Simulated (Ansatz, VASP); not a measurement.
SnTe: VASP beside Ansatz

Contents of POSCAR:

```
SnTe
1.0
    0.0000000000      3.6111460000      3.6111460000
    3.6111460000      0.0000000000      3.6111460000
    3.6111460000      3.6111460000      0.0000000000
Te Sn
1 1
Direct
    0.2500000000      0.2500000000      0.2500000000
    0.0000000000      0.0000000000      0.0000000000
```

Contents of INCAR.step1:

```
PREC = Accurate
ENCUT = 520
EDIFF = 1E-5
ISMEAR = -1
SIGMA = 0.05
LREAL = False
LASPH = True
NELM = 60
ALGO = Normal
ISIF = 2
LWAVE = True
LCHARG = False
GGA = PE
NBANDS = 17
```

The input INCAR.step2:

```
PREC = Accurate
ENCUT = 520
EDIFF = 1E-7
ISMEAR = -1
SIGMA = 0.05
LREAL = False
LASPH = True
NELM = 60
ALGO = Normal
ISIF = 2
LWAVE = False
LCHARG = False
GGA = PE
LHFCALC = True
AEXX = 1.0
ALDAC = 0.0
AGGAC = 0.0
PRECFOCK = Normal
ISTART = 1
NBANDS = 17
```

Contents of KPOINTS:

```
Automatic mesh
0
Gamma
  4 4 4
```

The input input:

```
crystal:
  lattice:
    - [0.0, 3.611146, 3.611146]
    - [3.611146, 0.0, 3.611146]
    - [3.611146, 3.611146, 0.0]
  atoms:
    - { symbol: Te, position: [0.25, 0.25, 0.25] }
    - { symbol: Sn, position: [0.0, 0.0, 0.0] }
hamiltonian:
  xc: hf
  pseudopotentials: { kind: paw }
kpoints:
  mp_grid: { grid: [4, 4, 4] }
  band_path:
    path:
      - [[0.0, 0.0, 0.0], [0.5, 0.0, 0.5], [0.5, 0.25, 0.75], [0.375, 0.375, 0.75], [0.0, 0.0, 0.0], [0.5, 0.5, 0.5], [0.625, 0.25, 0.625], [0.5, 0.25, 0.75], [0.5, 0.5, 0.5], [0.375, 0.375, 0.75]]
      - [[0.625, 0.25, 0.625], [0.5, 0.0, 0.5]]
    npoints: 4
scf:
  occupations: { method: fermi_dirac, width: 0.05 }
  n_extra_bands: 6
output:
  forces: true
  stress: true
  eigenvalues: true
  fatbands: false
```

Alike in both runs: functional HF; k mesh 4 × 4 × 4; occupations fermi-dirac, width 0.05 eV; no spin polarisation.

```csv
,VASP,Ansatz
version,VASP 6.6.1,Ansatz 0.2.0
potentials or method,"VASP PAW PBE potentials, release 64 (Te, Sn_d)",Ansatz PAW
plane-wave cutoff (eV),520,420
valence electrons in the cell,20,30
task,single point,band structure
```

VASP gave:

```
gap on the k mesh at the Fermi level (eV) : 4.17
least direct gap on the mesh (eV)         : 5.16
pressure (GPa)                            : 1.0
```

**Question.** What did Ansatz give for the same quantities?

**Answer.** gap on the k mesh at the Fermi level (eV): 4.13; least direct gap on the mesh (eV): 5.21; pressure (GPa): 2.6.

VASP's potentials were made for PBE, not for HF. With one functional, cell and mesh, what is left measures potentials, basis and numerics. VASP's potentials hold 20 valence electrons a cell and Ansatz's 30, so a difference there can come from the potentials and not from the codes.

Spin-orbit coupling is off throughout.
